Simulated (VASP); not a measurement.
Crystal: GaN.

```
Ga N
1.0
     0.00000    2.24895    2.24895
     2.24895    0.00000    2.24895
     2.24895    2.24895    0.00000
Ga N
1 1
Direct
  0.00000 0.00000 0.00000
  0.75000 0.75000 0.75000
```

Base run:

| Quantity | Value |
| --- | --- |
| Program | VASP 6.6.1 |
| Functional | PBE |
| Potentials or basis | VASP PAW PBE potentials, release 64 (Ga_d, N) |
| Cutoff | 520 eV |
| k mesh | 6 × 6 × 6 |
| Occupations | gaussian, width 0.01 eV |
| Spin | no spin polarisation |

Its results: band gap on the k mesh 1.76 eV; pressure 6.2 GPa.

Question: After a change of settings the same cell gave: band gap on the k mesh 1.78 eV; pressure -4.4 GPa. Which change was it?
A. k mesh from 6 × 6 × 6 to 8 × 8 × 8; further incar settings from ALGO = Normal; EDIFF = 1e-06; NBANDS = 16 to ALGO = Normal; EDIFF = 1e-07; NBANDS = 16
B. functional from PBE to HSE06; further incar settings from ALGO = Normal; EDIFF = 1e-06; NBANDS = 16 to ALGO = Normal; EDIFF = 1e-07; NBANDS = 16
C. functional from PBE to r2SCAN
D. functional from PBE to LDA; potentials or basis from VASP PAW PBE potentials, release 64 (Ga_d, N) to VASP PAW LDA potentials, release 64 (Ga_d, N)

Answer: D.

Caveats: the cell stands under pressure (at least some runs); the cell stands under tension (at least some runs).
